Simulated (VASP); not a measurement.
Crystal: BN.

```
CELL_PARAMETERS angstrom
0.00000 1.80482 1.80482
1.80482 0.00000 1.80482
1.80482 1.80482 0.00000
ATOMIC_POSITIONS crystal
B 0.00000 0.00000 0.00000
N 0.25000 0.25000 0.25000
```

Base run:

```yaml
Program: VASP 6.6.1
Functional: PBE
Potentials_or_basis: VASP PAW PBE potentials, release 64 (B, N)
Cutoff: 520 eV
k_mesh: 10 × 10 × 10
Occupations: gaussian, width 0.01 eV
Spin: no spin polarisation
```

Its results: band gap on the k mesh 4.46 eV (least direct gap 8.84 eV); electronic dielectric tensor (diagonal) 4.60.

The run is repeated on the same cell with these changes: functional from PBE to r2SCAN. What comes out?

Band gap on the k mesh 4.98 eV (least direct gap 9.55 eV); electronic dielectric tensor (diagonal) 4.52.

A k mesh can miss the band edges.
